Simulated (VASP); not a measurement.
# AlCo in VASP: further runs

Runs on AlCo. Level: PBE. Tasks: single point.

All numbers are computed with VASP 6.6.1; they aren't measurements. Logs are shortened: lines on timing, memory, paths and dates and some standing lists are left out, and cuts for length are marked.

### Step 1. The cell of the first run

The structure is tetragonal, space group P4/mmm (No. 123). The conventional cell has a = 2.819 Å, b = 2.819 Å, c = 2.960 Å, α = 90.00°, β = 90.00°, γ = 90.00°. Within 3.3 Å of Al (site symmetry 4/mmm) lie 8 Co at 2.48 Å and 6 Al at 2.82 to 2.96 Å. Within 3.3 Å of Co (site symmetry 4/mmm) lie 8 Al at 2.48 Å and 6 Co at 2.82 to 2.96 Å.

### Step 2. Single point, PBE, collinear spin, ferromagnetic start

File INCAR:

```
SYSTEM = AlCo
PREC = Accurate
ENCUT = 520
EDIFF = 1E-6
ISMEAR = -1
SIGMA = 0.1
LREAL = .False.
LASPH = .True.
NELM = 150
ALGO = Normal
ISIF = 2
LWAVE = .False.
LCHARG = .False.
ISPIN = 2
MAGMOM = 0 1.8
LORBIT = 11
LMAXMIX = 4
GGA = PE
NBANDS = 17
```

File KPOINTS:

```
regular mesh
0
Gamma
  12 12 12
  0 0 0
```

File POSCAR:

```
AlCo
1.0
    2.8194030000      0.0000000000      0.0000000000
    0.0000000000      2.8194030000      0.0000000000
    0.0000000000      0.0000000000      2.9603731500
Al Co
1 1
Direct
    0.0000000000      0.0000000000      0.0000000000
    0.5000000000      0.5000000000      0.5000000000
```

Potentials or basis: VASP PAW PBE potentials, release 64 (Al, Co).

Command:

```console
$ cat potpaw_PBE.64/Al/POTCAR potpaw_PBE.64/Co/POTCAR > POTCAR
$ mpirun -np 1 vasp_std > vasp.out
```

OUTCAR:

```text
SYSTEM = AlCo
   PREC = Accurate
   ENCUT = 520
   EDIFF = 1E-6
   ISMEAR = -1
   LREAL = .False.
   LASPH = .True.
   NELM = 150
   ISIF = 2
   ISPIN = 2
   LORBIT = 11
   GGA = PE

 ion  position               nearest neighbor table
   1  0.000  0.000  0.000-   2 2.48   2 2.48   2 2.48   2 2.48   2 2.48   2 2.48   2 2.48   2 2.48

   2  0.500  0.500  0.500-   1 2.48   1 2.48   1 2.48   1 2.48   1 2.48   1 2.48   1 2.48   1 2.48

  LATTYP: Found a simple tetragonal cell.
 ALAT       =     2.8194030000
 C/A-ratio  =     1.0500000000

  Lattice vectors:

 A1 = (   2.8194030000,   0.0000000000,   0.0000000000)
 A2 = (   0.0000000000,   2.8194030000,   0.0000000000)
 A3 = (   0.0000000000,   0.0000000000,   2.9603731500)

Analysis of symmetry for initial positions (statically):
=====================================================================
 Subroutine PRICEL returns:
 Original cell was already a primitive cell.

 Routine SETGRP: Setting up the symmetry group for a
 simple tetragonal supercell.

 Subroutine GETGRP returns: Found 16 space group operations
 (whereof 16 operations were pure point group operations)
 out of a pool of 16 trial point group operations.

The static configuration has the point symmetry D_4h.

Analysis of symmetry for dynamics (positions and initial velocities):
=====================================================================
 Subroutine PRICEL returns:
 Original cell was already a primitive cell.

 Routine SETGRP: Setting up the symmetry group for a
 simple tetragonal supercell.

 Subroutine GETGRP returns: Found 16 space group operations
 (whereof 16 operations were pure point group operations)
 out of a pool of 16 trial point group operations.

The dynamic configuration has the point symmetry D_4h.

Analysis of structural, dynamic, and magnetic symmetry:
=====================================================================
 Subroutine PRICEL returns:
 Original cell was already a primitive cell.

 Routine SETGRP: Setting up the symmetry group for a
 simple tetragonal supercell.

 Subroutine GETGRP returns: Found 16 space group operations
 (whereof 16 operations were pure point group operations)
 out of a pool of 16 trial point group operations.

The overall configuration has the point symmetry D_4h.

 Subroutine INISYM returns: Found 16 space group operations
 (whereof 16 operations are pure point group operations),
 and found     1 'primitive' translations

----------------------------------------------------------------------------------------

                                     Primitive cell

  volume of cell :      23.5321

  direct lattice vectors                    reciprocal lattice vectors
     2.819403000  0.000000000  0.000000000     0.354685017  0.000000000  0.000000000
     0.000000000  2.819403000  0.000000000     0.000000000  0.354685017  0.000000000
     0.000000000  0.000000000  2.960373150     0.000000000  0.000000000  0.337795254

  length of vectors
     2.819403000  2.819403000  2.960373150     0.354685017  0.354685017  0.337795254

  position of ions in fractional coordinates (direct lattice)
     0.000000000  0.000000000  0.000000000
     0.500000000  0.500000000  0.500000000

  ion indices of the primitive-cell ions
   primitive index   ion index
                 1           1
                 2           2

----------------------------------------------------------------------------------------

 KPOINTS: regular mesh

Automatic generation of k-mesh.
 Grid dimensions read from file:
 generate k-points for:   12   12   12

 Generating k-lattice:

  Cartesian coordinates                     Fractional coordinates (reciprocal lattice)
     0.029557085  0.000000000  0.000000000     0.083333333  0.000000000  0.000000000
     0.000000000  0.029557085  0.000000000     0.000000000  0.083333333  0.000000000
     0.000000000  0.000000000  0.028149604     0.000000000  0.000000000  0.083333333

  Length of vectors
     0.029557085  0.029557085  0.028149604

  Shift w.r.t. Gamma in fractional coordinates (k-lattice)
     0.000000000  0.000000000  0.000000000

 Subroutine IBZKPT returns following result:
 ===========================================

 Found    196 irreducible k-points:

 Following reciprocal coordinates:
            Coordinates               Weight
  0.000000  0.000000  0.000000      1.000000
  0.083333  0.000000  0.000000      4.000000
  0.166667  0.000000  0.000000      4.000000
  0.250000  0.000000  0.000000      4.000000
  0.333333  0.000000  0.000000      4.000000
  0.416667  0.000000  0.000000      4.000000
[... 16 lines left out ...]
  0.333333  0.333333  0.000000      4.000000
  0.416667  0.333333  0.000000      8.000000
 [... further k-points ...]
   k-points           NKPTS =    196   k-points in BZ     NKDIM =    196   number of bands    NBANDS=     17
   number of dos      NEDOS =    301   number of ions     NIONS =      2
   total plane-waves  NPLWV =  13824
   dimension x,y,z NGX =    24 NGY =   24 NGZ =   24
   dimension x,y,z NGXF=    48 NGYF=   48 NGZF=   48
   ions per type =               1   1
   NGX,Y,Z   is equivalent  to a cutoff of  14.15, 14.15, 13.48 a.u.
   NGXF,Y,Z  is equivalent  to a cutoff of  28.30, 28.30, 26.96 a.u.
 SYSTEM =  AlCo
   PREC   = accura    normal or accurate (medium, high low for compatibility)
   ISTART =      0    job   : 0-new  1-cont  2-samecut
   ICHARG =      2    charge: 1-file 2-atom 10-const
   ISPIN  =      2    spin polarized calculation?
   LNONCOLLINEAR =      F non collinear calculations
   LSORBIT =      F    spin-orbit coupling
   LASPH  =      T    aspherical Exc in radial PAW
   ENCUT  =  520.0 eV  38.22 Ry    6.18 a.u.   5.24  5.24  5.50*2*pi/ulx,y,z
   NELM   =    150;   NELMIN=  2; NELMDL= -5     # of ELM steps
   EDIFF  = 0.1E-05   stopping-criterion for ELM
   LREAL  =      F    real-space projection
[... 7 lines left out ...]
   TEBEG  =    0.0;   TEEND  =   0.0 temperature during run
   PSTRESS=    0.0 pullay stress
   NELECT =      12.0000    total number of electrons
   NUPDOWN=      -1.0000    fix difference up-down
   EMIN   =  10.00;   EMAX   =-10.00  energy-range for DOS
   EFERMI =   0.00;   METHOD = LEGACY
   ISMEAR =    -1;   SIGMA  =   0.10  broadening in eV -4-tet -1-fermi 0-gaus
   EFERMI_NEDOS =   21; number of points for ismear=-14 and -15
   IALGO  =     38    algorithm
   IMIX   =      4    mixing-type and parameters
     AMIX     =   0.40;   BMIX     =  1.00
     AMIX_MAG =   1.60;   BMIX_MAG =  1.00
  volume/ion in A,a.u.               =      11.77        79.40
  Fermi-wavevector in a.u.,A,eV,Ry     =   1.307921  2.471613 23.274921  1.710658
  Thomas-Fermi vector in A             =   2.438623
   LORBIT       =     11    0 simple, 1 ext, 2 COOP (PROOUT), +10 PAW based schemes
   GGA     = PE    functional components
   LHFCALC =     F    Hartree Fock is set to
   AEXX    =    0.0000 exact exchange contribution
   IVDW    =     0    specifies the selected vdW correction
   LEPSILON=     F    determine dielectric tensor
   LRPA    =     F    only Hartree local field effects (RPA)
 spin polarized calculation
  energy-cutoff  :      520.00
  volume of cell :       23.53
 maximum number of plane-waves:       656
 NGX is ok and might be reduce to    24
   NGX = 11   NGY = 11   NGZ = 11

 number of electron      11.9999997 magnetization       0.0015644

 number of electron      11.9999997 magnetization      -0.0002075

 Free energy of the ion-electron system (eV)
  ---------------------------------------------------
  ext. energy  EPLUGINS =         0.00000000
  ---------------------------------------------------
  free energy    TOTEN  =       -11.98620618 eV

  energy without entropy =      -11.95557335  energy(sigma->0) =      -11.97088977

 E-fermi :  10.2663     XC(G=0): -12.1853

 val. band max:       10.2636439316   @ k =   0.1667   0.0833   0.5000
 cond. band min:      10.2764848232   @ k =   0.4167   0.0000   0.4167
 fundamental gap:      0.0128408916
 Fermi energy:        10.2663176914

 spin component 1

 k-point     1 :       0.0000    0.0000    0.0000
  band No.  band energies     occupation
      1      -0.6102      1.00000
      2       7.4320      1.00000
      3       7.5115      1.00000
      4       9.4922      0.99957
      5       9.4922      0.99957
      6       9.6522      0.99785
[... 9 lines left out ...]
     16      33.1397      0.00000
     17      34.0136      0.00000
[... 441 lines left out ...]
 k-point    24 :       0.4167    0.3333    0.0000
  band No.  band energies     occupation
      1       4.2283      1.00000
      2       6.3957      1.00000
      3       7.9802      1.00000
      4       8.5597      1.00000
      5       8.7115      1.00000
      6       8.9179      1.00000
[... 9 lines left out ...]
     16      31.4556      0.00000
     17      33.4616      0.00000

 [... further k-points ...]

 spin component 2

 k-point     1 :       0.0000    0.0000    0.0000
  band No.  band energies     occupation
      1      -0.6102      1.00000
      2       7.4316      1.00000
      3       7.5113      1.00000
      4       9.4920      0.99957
      5       9.4920      0.99957
      6       9.6521      0.99785
[... 9 lines left out ...]
     16      33.1397      0.00000
     17      34.0137      0.00000
[... 441 lines left out ...]
 k-point    24 :       0.4167    0.3333    0.0000
  band No.  band energies     occupation
      1       4.2283      1.00000
      2       6.3956      1.00000
      3       7.9801      1.00000
      4       8.5594      1.00000
      5       8.7114      1.00000
      6       8.9178      1.00000
[... 9 lines left out ...]
     16      31.4555      0.00000
     17      33.4616      0.00000

 [... further k-points ...]

------------------------ aborting loop because EDIFF is reached ----------------------------------------

  FORCE on cell =-STRESS in cart. coord.  units (eV):
  Direction    XX          YY          ZZ          XY          YZ          ZX
  --------------------------------------------------------------------------------------
  -------------------------------------------------------------------------------------
  Total       -0.0379399     -0.0379399     -0.8642372      0.0000000      0.0000000      0.0000000
  in kB       -2.5831288     -2.5831288    -58.8413679      0.0000000      0.0000000      0.0000000
  external PRESSURE =     -21.3358752 kB  Pullay stress =       0.0000000 kB

 VOLUME and BASIS-vectors are now :
 -----------------------------------------------------------------------------
  energy-cutoff  :      520.00
  volume of cell :       23.53
      direct lattice vectors                 reciprocal lattice vectors
     2.819403000  0.000000000  0.000000000     0.354685017  0.000000000  0.000000000
     0.000000000  2.819403000  0.000000000     0.000000000  0.354685017  0.000000000
     0.000000000  0.000000000  2.960373150     0.000000000  0.000000000  0.337795254

 POSITION                                       TOTAL-FORCE (eV/Angst)
 -----------------------------------------------------------------------------------
      0.00000      0.00000      0.00000         0.000000      0.000000      0.000000
      1.40970      1.40970      1.48019         0.000000      0.000000      0.000000
 -----------------------------------------------------------------------------------
    total drift:                                0.000000      0.000000     -0.000000

  FREE ENERGIE OF THE ION-ELECTRON SYSTEM (eV)
  ---------------------------------------------------
  free  energy   TOTEN  =       -11.9862061842 eV

  energy  without entropy=      -11.9555733522  energy(sigma->0) =      -11.97088977

 total charge

# of ion       s       p       d       tot
------------------------------------------
    1        0.393   0.422   0.000   0.815
    2        0.430   0.492   7.496   8.419
--------------------------------------------------
tot          0.823   0.914   7.496   9.233

 magnetization (x)

# of ion       s       p       d       tot
------------------------------------------
    1       -0.000   0.000   0.000   0.000
    2       -0.000   0.000  -0.000  -0.000
--------------------------------------------------
tot         -0.000   0.000  -0.000  -0.000
```

It took 2.9 min on 1 thread of Intel Xeon 8259CL, shared host; peak memory 0.24 GiB.

What came out:

```yaml
Free_energy: -11.9862 eV
Pressure: -2.1 GPa
Band_gap_on_the_k_mesh: zero (filled and empty bands overlap)
Net_moment: 0.00 μB per cell
Valence_electrons_inside_the_program's_atomic_spheres: Al 0.81; Co 8.42
```

Stress tensor (GPa, compression positive):
```
-0.26  0.00  0.00
 0.00 -0.26  0.00
 0.00  0.00 -5.88
```

### Step 3. Single point, PBE, collinear spin, ferromagnetic start

This run uses another cell than the first one, of 11.21 Å³/atom.

File INCAR:

```
PREC = Accurate
ENCUT = 520
EDIFF = 1E-7
ISMEAR = -1
SIGMA = 0.1
LREAL = False
LASPH = True
NELM = 150
ALGO = Normal
ISIF = 2
LWAVE = False
LCHARG = False
ISPIN = 2
MAGMOM = 0 1.8
LORBIT = 11
LMAXMIX = 4
GGA = PE
NBANDS = 17
```

File KPOINTS:

```
regular mesh
0
Gamma
  12 12 12
```

POSCAR, as its differences from that of step 2:

```diff
@@ -4,3 +4,3 @@
     0.0000000000      2.8194030000      0.0000000000
-    0.0000000000      0.0000000000      2.9603731500
+    0.0000000000      0.0000000000      2.8194030000
 Al Co
```

Potentials or basis: VASP PAW PBE potentials, release 64 (Al, Co).

Command:

```console
$ cat potpaw_PBE.64/Al/POTCAR potpaw_PBE.64/Co/POTCAR > POTCAR
$ mpirun -np 1 vasp_std > vasp.out
```

OUTCAR:

```text
PREC = Accurate
   ENCUT = 520
   EDIFF = 1E-7
   ISMEAR = -1
   LREAL = False
   LASPH = True
   NELM = 150
   ISIF = 2
   ISPIN = 2
   LORBIT = 11
   GGA = PE

 ion  position               nearest neighbor table
   1  0.000  0.000  0.000-   2 2.44   2 2.44   2 2.44   2 2.44   2 2.44   2 2.44   2 2.44   2 2.44

   2  0.500  0.500  0.500-   1 2.44   1 2.44   1 2.44   1 2.44   1 2.44   1 2.44   1 2.44   1 2.44

  LATTYP: Found a simple cubic cell.
 ALAT       =     2.8194030000

  Lattice vectors:

[... 1177 lines left out ...]
  external PRESSURE =      67.2515135 kB  Pullay stress =       0.0000000 kB

 VOLUME and BASIS-vectors are now :
 -----------------------------------------------------------------------------
  energy-cutoff  :      520.00
  volume of cell :       22.41
      direct lattice vectors                 reciprocal lattice vectors
     2.819403000  0.000000000  0.000000000     0.354685017  0.000000000  0.000000000
     0.000000000  2.819403000  0.000000000     0.000000000  0.354685017  0.000000000
     0.000000000  0.000000000  2.819403000     0.000000000  0.000000000  0.354685017

 POSITION                                       TOTAL-FORCE (eV/Angst)
 -----------------------------------------------------------------------------------
      0.00000      0.00000      0.00000         0.000000      0.000000      0.000000
      1.40970      1.40970      1.40970         0.000000      0.000000      0.000000
 -----------------------------------------------------------------------------------
    total drift:                                0.000000     -0.000000     -0.000000

  FREE ENERGIE OF THE ION-ELECTRON SYSTEM (eV)
  ---------------------------------------------------
  free  energy   TOTEN  =       -11.9866587481 eV

  energy  without entropy=      -11.9586549056  energy(sigma->0) =      -11.97265683

 total charge

# of ion       s       p       d       tot
------------------------------------------
    1        0.399   0.443   0.000   0.842
    2        0.448   0.534   7.531   8.513
--------------------------------------------------
tot          0.846   0.978   7.531   9.355

 magnetization (x)

# of ion       s       p       d       tot
------------------------------------------
    1       -0.000  -0.000   0.000  -0.000
    2       -0.000  -0.000   0.000   0.000
--------------------------------------------------
tot         -0.000  -0.000   0.000   0.000
```

It took 64 s on 1 thread of Intel Xeon 8259CL, shared host; peak memory 0.19 GiB.

Results:

```yaml
Free_energy: -11.9867 eV
Pressure: 6.7 GPa
Band_gap_on_the_k_mesh: zero (filled and empty bands overlap)
Net_moment: 0.00 μB per cell
Valence_electrons_inside_the_program's_atomic_spheres: Al 0.84; Co 8.51
```

Caveat: the cell stands under pressure.
